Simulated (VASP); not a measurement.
# CaZn2Te2 (P1) in VASP: single point with r2SCAN

Aim: the single point of CaZn2Te2 with r2SCAN.

Everything below comes from runs of VASP 6.6.1. Logs are shortened: lines on timing, memory, paths and dates and some standing lists are left out, and cuts for length are marked.

## (1) The cell of the first run

The typed cell holds 5 atoms: a = 4.510 Å, b = 4.729 Å, c = 7.589 Å, α = 94.47°, β = 91.68°, γ = 60.64°.

## (2) Single point, r2SCAN

File POSCAR:

```
CaZn2Te2
1.0
    2.2245248300      3.9221487500     -0.0652772100
   -2.4405055100      4.0468451500     -0.1792945700
    0.1930213100     -0.2390456800      7.5826354500
Zn Te Ca
2 2 1
Direct
    0.3498060000      0.2971850000      0.6230760000
    0.6238680000      0.6659400000      0.3524170000
    0.3229610000      0.3488520000      0.2622190000
    0.6750490000      0.6736200000      0.7271710000
    0.0013220000      0.0416150000      0.0085810000
```

File INCAR.step1:

```
SYSTEM = CaZn2Te2
PREC = Accurate
ENCUT = 520
ISMEAR = -1
SIGMA = 0.0456
LREAL = .FALSE.
LASPH = .TRUE.
NELM = 100
NBANDS = 31
GGA = PE
ALGO = Normal
EDIFF = 1E-4
LWAVE = .TRUE.
LCHARG = .FALSE.
```

File INCAR.step2:

```
SYSTEM = CaZn2Te2
PREC = Accurate
ENCUT = 520
EDIFF = 1E-6
ISMEAR = -1
SIGMA = 0.0456
LREAL = .FALSE.
LASPH = .TRUE.
NELM = 100
ALGO = Normal
ISIF = 2
LWAVE = .FALSE.
LCHARG = .FALSE.
METAGGA = R2SCAN
LMIXTAU = .TRUE.
NBANDS = 31
ISTART = 1
```

File KPOINTS:

```
Automatic mesh
0
Gamma
  5 5 3
  0 0.5 0.5
```

Potentials or basis: VASP PAW PBE potentials, release 64 (Zn, Te, Ca_sv).

Run with:

```bash
$ cat potpaw_PBE.64/Zn/POTCAR potpaw_PBE.64/Te/POTCAR potpaw_PBE.64/Ca_sv/POTCAR > POTCAR
$ cp INCAR.step1 INCAR
$ mpirun -np 1 vasp_std > vasp.out
$ cp INCAR.step2 INCAR
$ mpirun -np 1 vasp_std > vasp.out
```

OUTCAR:

```text
SYSTEM = CaZn2Te2
   PREC = Accurate
   ENCUT = 520
   EDIFF = 1E-6
   ISMEAR = -1
   LREAL = .FALSE.
   LASPH = .TRUE.
   NELM = 100
   ISIF = 2
   METAGGA = R2SCAN
   ISTART = 1

 ion  position               nearest neighbor table
   1  0.350  0.297  0.623-   4 2.74   3 2.76   4 2.77   4 2.87
   2  0.624  0.666  0.352-   3 2.52   3 2.83   4 2.85   3 2.96
   3  0.323  0.349  0.262-   2 2.52   1 2.76   2 2.83   2 2.96   5 3.06   5 3.27
   4  0.675  0.674  0.727-   1 2.74   1 2.77   2 2.85   1 2.87   5 3.38   5 3.39
   5  0.001  0.042  0.009-   3 3.06   3 3.27   4 3.38   4 3.39

  LATTYP: Found a triclinic cell.
 ALAT       =     4.7291827365
 B/A-ratio  =     0.9535575583
 C/A-ratio  =     1.6046869137
 COS(alpha) =     0.0293131904
 COS(beta)  =     0.0779617267
 COS(gamma) =     0.4902388586

  Lattice vectors:

 A1 = (  -2.4405055100,   4.0468451500,  -0.1792945700)
 A2 = (   2.2245248300,   3.9221487500,  -0.0652772100)
 A3 = (  -0.1930213100,   0.2390456800,  -7.5826354500)

Analysis of symmetry for initial positions (statically):
=====================================================================
 Subroutine PRICEL returns:
 Original cell was already a primitive cell.

 Routine SETGRP: Setting up the symmetry group for a
 triclinic supercell.

 Subroutine GETGRP returns: Found  1 space group operations
 (whereof  1 operations were pure point group operations)
 out of a pool of  2 trial point group operations.

The static configuration has the point symmetry C_1 .

Analysis of symmetry for dynamics (positions and initial velocities):
=====================================================================
 Subroutine PRICEL returns:
 Original cell was already a primitive cell.

 Routine SETGRP: Setting up the symmetry group for a
 triclinic supercell.

 Subroutine GETGRP returns: Found  1 space group operations
 (whereof  1 operations were pure point group operations)
 out of a pool of  2 trial point group operations.

The dynamic configuration has the point symmetry C_1 .

 Subroutine INISYM returns: Found  1 space group operations
 (whereof  1 operations are pure point group operations),
 and found     1 'primitive' translations

----------------------------------------------------------------------------------------
[... 97 lines left out ...]
   ENCUT  =  520.0 eV  38.22 Ry    6.18 a.u.   8.38  8.79 14.11*2*pi/ulx,y,z
   NELM   =    100;   NELMIN=  2; NELMDL=  0     # of ELM steps
   EDIFF  = 0.1E-05   stopping-criterion for ELM
   LREAL  =      F    real-space projection
   EDIFFG = 0.1E-04   stopping-criterion for IOM
   NSW    =      0    number of steps for IOM
   IBRION =     -1    ionic relax: 0-MD 1-quasi-New 2-CG
   NFREE  =      0    steps in history (QN), initial steepest desc. (CG)
   ISIF   =      2    stress and relaxation
   ISYM   =      2    0-nonsym 1-usesym 2-fastsym
   POTIM  = 0.5000    time-step for ionic-motion
   TEBEG  =    0.0;   TEEND  =   0.0 temperature during run
   PSTRESS=    0.0 pullay stress
   NELECT =      46.0000    total number of electrons
   NUPDOWN=      -1.0000    fix difference up-down
   EMIN   =  10.00;   EMAX   =-10.00  energy-range for DOS
   EFERMI =   0.00;   METHOD = LEGACY
   ISMEAR =    -1;   SIGMA  =   0.05  broadening in eV -4-tet -1-fermi 0-gaus
   EFERMI_NEDOS =   21; number of points for ismear=-14 and -15
   IALGO  =     38    algorithm
   IMIX   =      4    mixing-type and parameters
     AMIX     =   0.40;   BMIX     =  1.00
     AMIX_MAG =   1.60;   BMIX_MAG =  1.00
  volume/ion in A,a.u.               =      28.12       189.80
  Fermi-wavevector in a.u.,A,eV,Ry     =   1.127996  2.131603 17.311699  1.272374
  Thomas-Fermi vector in A             =   2.264684
   LORBIT       =      0    0 simple, 1 ext, 2 COOP (PROOUT), +10 PAW based schemes
   METAGGA = R2SCAN    functional components
   LHFCALC =     F    Hartree Fock is set to
   AEXX    =    0.0000 exact exchange contribution
   IVDW    =     0    specifies the selected vdW correction
   LEPSILON=     F    determine dielectric tensor
   LRPA    =     F    only Hartree local field effects (RPA)
 non-spin polarized calculation
  energy-cutoff  :      520.00
  volume of cell :      140.62
 maximum number of plane-waves:      3800
 NGX is ok and might be reduce to    36
   NGX = 17   NGY = 17   NGZ = 29

 number of electron      45.9999998 magnetization

 Free energy of the ion-electron system (eV)
  ---------------------------------------------------
  ext. energy  EPLUGINS =         0.00000000
  ---------------------------------------------------
  free energy    TOTEN  =       -77.65808351 eV

  energy without entropy =      -77.64226910  energy(sigma->0) =      -77.65017631

 E-fermi :   5.0214     XC(G=0):  -9.6107

 val. band max:        5.0098168849   @ k =   0.2000   0.3000   0.1667
 cond. band min:       5.0300047664   @ k =  -0.0000   0.5000   0.5000
 fundamental gap:      0.0201878815
 Fermi energy:         5.0213732109

 k-point     1 :      -0.0000    0.1000    0.1667
  band No.  band energies     occupation
      1     -39.6665      2.00000
      2     -19.7967      2.00000
      3     -19.7884      2.00000
      4     -19.7722      2.00000
      5      -8.7152      2.00000
      6      -8.0245      2.00000
[... 805 lines left out ...]
     30       8.5037      0.00000
     31       8.7627      0.00000

 [... further k-points ...]

------------------------ aborting loop because EDIFF is reached ----------------------------------------

  FORCE on cell =-STRESS in cart. coord.  units (eV):
  Direction    XX          YY          ZZ          XY          YZ          ZX
  --------------------------------------------------------------------------------------
  -------------------------------------------------------------------------------------
  Total        1.5485702      4.3292651     -2.6872183     -0.5563093      1.0878450     -0.3220548
  in kB       17.6433618     49.3247186    -30.6163485     -6.3382116     12.3941708     -3.6692747
  external PRESSURE =      12.1172440 kB  Pullay stress =       0.0000000 kB

 VOLUME and BASIS-vectors are now :
 -----------------------------------------------------------------------------
  energy-cutoff  :      520.00
  volume of cell :      140.62
      direct lattice vectors                 reciprocal lattice vectors
     2.224524830  3.922148750 -0.065277210     0.217906208  0.131349032 -0.001406124
    -2.440505510  4.046845150 -0.179294570    -0.211376238  0.120038781  0.009165002
     0.193021310 -0.239045680  7.582635450    -0.003122173  0.003969121  0.132084874

 POSITION                                       TOTAL-FORCE (eV/Angst)
 -----------------------------------------------------------------------------------
      0.17314      2.42571      4.64844         0.045951      0.051676      0.265655
     -0.16940      5.05762      2.51213        -0.314461      1.003578      0.038482
     -0.08233      2.61577      1.90468         0.229247     -0.707933     -0.170010
     -0.00195      5.19985      5.34903        -0.078812     -0.026342      0.161806
     -0.09696      0.17154      0.05752         0.118074     -0.320979     -0.295933
 -----------------------------------------------------------------------------------
    total drift:                                0.007182     -0.002137      0.011661

  FREE ENERGIE OF THE ION-ELECTRON SYSTEM (eV)
  ---------------------------------------------------
  free  energy   TOTEN  =       -77.6580835146 eV

  energy  without entropy=      -77.6422691038  energy(sigma->0) =      -77.65017631
```

OUTCAR.step1:

```text
SYSTEM = CaZn2Te2
   PREC = Accurate
   ENCUT = 520
   ISMEAR = -1
   LREAL = .FALSE.
   LASPH = .TRUE.
[... 1053 lines left out ...]
     -0.08233      2.61577      1.90468         0.214575     -0.758204     -0.316201
     -0.00195      5.19985      5.34903        -0.064437     -0.054095      0.291509
     -0.09696      0.17154      0.05752         0.115110     -0.313420     -0.291876
 -----------------------------------------------------------------------------------
    total drift:                               -0.000495      0.002027      0.001950

  FREE ENERGIE OF THE ION-ELECTRON SYSTEM (eV)
  ---------------------------------------------------
  free  energy   TOTEN  =       -12.1185951972 eV

  energy  without entropy=      -12.1009209071  energy(sigma->0) =      -12.10975805
```

It took 9.7 min on 1 thread of Intel Xeon Platinum 8259CL at 2.50GHz (Skylake/Cascade Lake), shared host; peak memory 0.38 GiB.

Results:

```
Free energy            : -77.6581 eV
Pressure               : 1.2 GPa
Largest force          : 1.052 eV/Å
Band gap on the k mesh : zero (bands 23 and 24 overlap by 1.11 eV)
```

Forces in eV/Å, atoms in the order of the input:
```
Zn   0.046  0.052  0.266
Zn  -0.314  1.004  0.038
Te   0.229 -0.708 -0.170
Te  -0.079 -0.026  0.162
Ca   0.118 -0.321 -0.296
```

Levels at points of the mesh, in eV from the Fermi level:
```csv
k point,band 21,band 22,band 23,band 24,band 25,band 26
"(0.00, 0.50, 0.50)",-3.36,-3.24,-0.35,0.01,0.28,0.55
```

Caveat: the stress differs along the axes, from -3 to 5 GPa; the PAW data sets were made with another functional, which shifts forces and pressure a little; spin-orbit coupling is left out, which moves the levels of the heavy elements.

The gap in the log of VASP goes by the Fermi energy; the results here count the filled bands.